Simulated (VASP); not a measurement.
# HfN (F-43m) in VASP: further runs, part 2 of 2

VASP 6.6.1. The steps go on from the part before.

### 3 Relaxation of cell and atoms, PBEsol, target pressure 10 GPa, at which the enthalpy is minimised

Contents of INCAR:

```
  PREC = Accurate
  ENCUT = 600
  EDIFF = 1E-6
  ISMEAR = 1
  SIGMA = 0.1
  LREAL = F
  LASPH = T
  NELM = 100
  ALGO = Normal
  ISIF = 3
  LWAVE = F
  LCHARG = F
  GGA = PS
  IBRION = 2
  NSW = 50
  EDIFFG = -0.01
  PSTRESS = 100.0
```

Contents of KPOINTS:

```
Automatic mesh
0
Gamma
  11 11 11
```

Contents of POSCAR:

```
HfN
1.0
    0.0000000000      2.4548220000      2.4548220000
    2.4548220000      0.0000000000      2.4548220000
    2.4548220000      2.4548220000      0.0000000000
Hf N
1 1
Direct
    0.0000000000      0.0000000000      0.0000000000
    0.7500000000      0.7500000000      0.7500000000
```

Potentials or basis: VASP PAW PBE potentials, release 64 (Hf_pv, N).

The run is started by

```bash
cat potpaw_PBE.64/Hf_pv/POTCAR potpaw_PBE.64/N/POTCAR > POTCAR
mpirun -np 1 vasp_std > vasp.out
```

OUTCAR:

```text
PREC = Accurate
   ENCUT = 600
   EDIFF = 1E-6
   ISMEAR = 1
   LREAL = F
   LASPH = T
   NELM = 100
   ISIF = 3
   GGA = PS
   IBRION = 2
   NSW = 50
   EDIFFG = -0.01
   PSTRESS = 100.0

 ion  position               nearest neighbor table
   1  0.000  0.000  0.000-   2 2.13   2 2.13   2 2.13   2 2.13
   2  0.750  0.750  0.750-   1 2.13   1 2.13   1 2.13   1 2.13

  LATTYP: Found a face centered cubic cell.
 ALAT       =     4.9096440000

  Lattice vectors:

 A1 = (   0.0000000000,   2.4548220000,   2.4548220000)
 A2 = (   2.4548220000,   0.0000000000,   2.4548220000)
 A3 = (   2.4548220000,   2.4548220000,   0.0000000000)

Analysis of symmetry for initial positions (statically):
=====================================================================
 Subroutine PRICEL returns:
 Original cell was already a primitive cell.

 Routine SETGRP: Setting up the symmetry group for a
 face centered cubic supercell.

 Subroutine GETGRP returns: Found 24 space group operations
 (whereof 24 operations were pure point group operations)
 out of a pool of 48 trial point group operations.

The static configuration has the point symmetry T_d .

Analysis of symmetry for dynamics (positions and initial velocities):
=====================================================================
 Subroutine PRICEL returns:
[... 384 lines left out ...]
--------------------------------------- Ionic step        7  -------------------------------------------

 number of electron      15.0000000 magnetization

 Free energy of the ion-electron system (eV)
  ---------------------------------------------------
  ext. energy  EPLUGINS =         0.00000000
  ---------------------------------------------------
  free energy    TOTEN  =       -22.23669915 eV

  energy without entropy =      -22.23681643  energy(sigma->0) =      -22.23673825

 E-fermi :   6.1056     XC(G=0): -11.7562

 val. band max:        6.0943790000   @ k =   0.0909   0.0000   0.0000
 cond. band min:       6.2393921121   @ k =   0.0909   0.0909   0.0000
 fundamental gap:      0.1450131121
 Fermi energy:         6.1055958874

 k-point     1 :       0.0000    0.0000    0.0000
  band No.  band energies     occupation
      1     -24.6031      2.00000
      2     -24.6031      2.00000
      3     -24.6031      2.00000
      4     -10.2964      2.00000
      5       0.3772      2.00000
      6       0.3772      2.00000
      7       0.3772      2.00000
      8       5.6363      2.00000
      9       8.5670      0.00000
     10       8.5670      0.00000
     11      13.2602      0.00000
[... 309 lines left out ...]
 k-point    24 :      -0.1818    0.1818    0.0000
  band No.  band energies     occupation
      1     -24.9699      2.00000
      2     -24.7436      2.00000
      3     -24.6469      2.00000
      4      -9.3691      2.00000
      5      -0.2370      2.00000
      6       0.8815      2.00000
      7       0.9007      2.00000
      8       7.3740     -0.00000
      9       8.1647      0.00000
     10       8.7245      0.00000
     11      12.0528      0.00000

 [... further k-points ...]

------------------------ aborting loop because EDIFF is reached ----------------------------------------

  FORCE on cell =-STRESS in cart. coord.  units (eV):
  Direction    XX          YY          ZZ          XY          YZ          ZX
  --------------------------------------------------------------------------------------
  -------------------------------------------------------------------------------------
  Total        1.7143757      1.7143757      1.7143757      0.0000000      0.0000000      0.0000000
  in kB      100.0263760    100.0263760    100.0263760      0.0000000      0.0000000      0.0000000
  external PRESSURE =       0.0263760 kB  Pullay stress =     100.0000000 kB
[... 21 lines left out ...]
  energy  without entropy=      -22.2368164333  energy(sigma->0) =      -22.23673825

  enthalpy is  TOTEN    =       -20.5227755338 eV   P V=        1.7139236171

 reached required accuracy - stopping structural energy minimisation
```

CONTCAR:

```text
HfN
   1.00000000000000
    -0.0000000000000000    2.3945505887595759    2.3945505887595759
     2.3945505887595759    0.0000000000000000    2.3945505887595759
     2.3945505887595759    2.3945505887595759   -0.0000000000000000
  Hf              N
     1     1
Direct
     0.0000000000000000    0.0000000000000000    0.0000000000000000
     0.7500000000000000    0.7500000000000000    0.7500000000000000

  0.00000000E+00  0.00000000E+00  0.00000000E+00
  0.00000000E+00  0.00000000E+00  0.00000000E+00
```

Wall time 2.4 min (1 thread of Intel Xeon 8259CL, shared host); peak memory 0.19 GiB.

What came out:

| Property | Result |
| --- | --- |
| Free energy | -22.2367 eV |
| Relaxed volume | 13.73 Å³/atom |
| Relaxed cell | a = 3.386 Å, b = 3.386 Å, c = 3.386 Å, α = 60.00°, β = 60.00°, γ = 60.00° |
| Space group after relaxing (to 0.05 Å) | F-43m (No. 216) |
| Energy change on relaxing (the enthalpy is what falls) | +10.1 meV/atom |
| Ionic steps | 7 |
| Pressure after relaxing | 10.0 GPa |

The path:
| step | energy change (eV) | largest force (eV/Å) | pressure (GPa) | volume (Å³) |
| --- | --- | --- | --- | --- |
| 1 | 0.0000 | 0.0000 | -5.96 | 29.59 |
| 2 | 0.7592 | 0.0000 | 58.85 | 23.72 |
| 3 | 0.0141 | 0.0000 | 9.07 | 27.56 |
| 4 | 0.0193 | 0.0000 | 9.87 | 27.47 |
| 5 | 0.0219 | 0.0000 | 10.26 | 27.43 |
| 6 | 0.0171 | 0.0000 | 9.55 | 27.51 |
| 7 | 0.0202 | 0.0000 | 10.00 | 27.46 |

Final structure:
```
Hf N
1.0
     0.00000    2.39455    2.39455
     2.39455    0.00000    2.39455
     2.39455    2.39455    0.00000
Hf N
1 1
Direct
  0.00000 0.00000 0.00000
  0.75000 0.75000 0.75000
```

Levels at points of the mesh, in eV from the Fermi level:
```tsv
k point	band 4	band 5	band 6	band 7	band 8	band 9	band 10	band 11
(0.00, 0.00, 0.00)	-16.40	-5.73	-5.73	-5.73	-0.47	2.46	2.46	7.15
```

Caveat: the cell is relaxed towards a set pressure, so the enthalpy falls and the energy may rise; the PAW data sets were made with another functional, which shifts forces and pressure a little; spin-orbit coupling is left out, which moves the levels of the heavy elements.

### 4 Relaxation of cell and atoms, PBEsol, target pressure 20 GPa, at which the enthalpy is minimised

Contents of INCAR:

```
SYSTEM = HfN
ALGO     = Normal         ! electronic algorithm
EDIFF    = 1E-6           ! SCF threshold, eV
EDIFFG   = -0.01          ! ionic threshold
ENCUT    = 600            ! plane-wave cutoff, eV
GGA      = PS             ! functional
IBRION   = 2              ! ionic algorithm
ISIF     = 3              ! what is computed and relaxed
ISMEAR   = 1              ! smearing method
LASPH    = .TRUE.         ! aspherical terms in the spheres
LCHARG   = .FALSE.        ! write CHGCAR
LREAL    = .FALSE.        ! projectors in reciprocal space
LWAVE    = .FALSE.        ! write WAVECAR
NELM     = 100            ! most SCF steps
NSW      = 50             ! ionic steps
PREC     = Accurate       ! precision mode
PSTRESS  = 200.0        
SIGMA    = 0.1            ! smearing width, eV
```

Contents of KPOINTS:

```
k-points
0
G
  11 11 11
  0 0 0
```

POSCAR is that of step 3.

The run is started by

```bash
cat potpaw_PBE.64/Hf_pv/POTCAR potpaw_PBE.64/N/POTCAR > POTCAR
mpirun -np 1 vasp_std > vasp.out
```

Run time: 1.8 min. Hardware: 1 thread of Intel Xeon 8259CL, shared host; peak memory 0.19 GiB.

The run converged. Its results:

```
Free energy                                            : -22.1433 eV
Relaxed volume                                         : 13.23 Å³/atom
Relaxed cell                                           : a = 3.344 Å, b = 3.344 Å, c = 3.344 Å, α = 60.00°, β = 60.00°, γ = 60.00°
Space group after relaxing (to 0.05 Å)                 : F-43m (No. 216)
Energy change on relaxing (the enthalpy is what falls) : +56.8 meV/atom
Ionic steps                                            : 5
Pressure after relaxing                                : 20.0 GPa
```

The path:
```tsv
step	energy change (eV)	largest force (eV/Å)	pressure (GPa)	volume (Å³)
1	0.0000	0.0000	-5.96	29.59
2	2.6889	0.0000	139.61	20.46
3	0.0796	0.0000	16.81	26.75
4	0.1055	0.0000	19.28	26.52
5	0.1136	0.0000	19.99	26.45
```

Final structure:
```yaml
crystal:
  lattice:
    - [0.00000, 2.36487, 2.36487]
    - [2.36487, 0.00000, 2.36487]
    - [2.36487, 2.36487, 0.00000]
  atoms:
    - { symbol: Hf, position: [0.00000, 0.00000, 0.00000] }
    - { symbol: N, position: [0.75000, 0.75000, 0.75000] }
```

Levels at points of the mesh, in eV from the Fermi level:
```
           k point  band 4  band 5  band 6  band 7  band 8  band 9  band 10  band 11
(0.00, 0.00, 0.00)  -16.60   -5.92   -5.92   -5.92   -0.38    2.54     2.54     7.39
```

Caveat: the cell is relaxed towards a set pressure, so the enthalpy falls and the energy may rise; the PAW data sets were made with another functional, which shifts forces and pressure a little; spin-orbit coupling is left out, which moves the levels of the heavy elements.

### 5 Summary

| cell | gap on the mesh (eV) | pressure (GPa) |
| --- | --- | --- |
| relaxed to 5 GPa | none | 5.0 |
| relaxed to 10 GPa | none | 10.0 |
| relaxed to 20 GPa | none | 20.0 |

Alike in all rows: task relaxation of cell and atoms; level PBEsol; potentials or basis VASP PAW PBE potentials, release 64 (Hf_pv, N); no spin polarisation; k mesh 11 × 11 × 11; cutoff (eV) 600; smearing methfessel-paxton 0.1 eV.

Caveats: the cell is relaxed towards a set pressure, so the enthalpy falls and the energy may rise; the PAW data sets were made with another functional, which shifts forces and pressure a little; spin-orbit coupling is left out, which moves the levels of the heavy elements.

Absolute energies hang on the potentials; compare differences alone.
